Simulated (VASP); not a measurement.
CoSi2, 3 atoms in the cell. The structure is cubic, space group Fm-3m (No. 225). Conventional cell: a = 5.461 Å, b = 5.461 Å, c = 5.461 Å, α = 90.00°, β = 90.00°, γ = 90.00°. Co (site symmetry m-3m) has 8 Si at 2.36 Å within 3.1 Å. Within 3.1 Å of Si (site symmetry -43m) lie 4 Co at 2.36 Å and 6 Si at 2.73 Å.  This cell differs from its parent crystal: volume scaled by 1.06.

```yaml
Program: VASP 6.6.1
Task: single point
Functional: LDA
Potentials_or_basis: VASP PAW LDA potentials, release 64 (Co, Si)
Cutoff: 520 eV
k_mesh: 9 × 9 × 9
Occupations: fermi-dirac, width 0.05 eV
Spin: collinear spin, ferromagnetic start
Starting_moments: "[2.0, 0.0, 0.0] μB"
Dipole_correction: no
Further_INCAR_settings: ALGO = Normal; EDIFF = 1e-06; NBANDS = 20
```

Potentials or basis: VASP PAW LDA potentials, release 64 (Co, Si).

The run is started by

```bash
$ cat potpaw_LDA.64/Co/POTCAR potpaw_LDA.64/Si/POTCAR > POTCAR
$ mpirun -np 1 vasp_std > vasp.out
```

Hardware: 1 thread of AMD EPYC 9R45 96-Core Processor (Zen 5), on a shared host.

Question: Estimate the wall time of this run.

Answer: Wall time 36 s on 1 thread of AMD EPYC 9R45 96-Core Processor (Zen 5) (shared host), peak memory 0.15 GiB. Counts: scf iterations 15, k points 35.
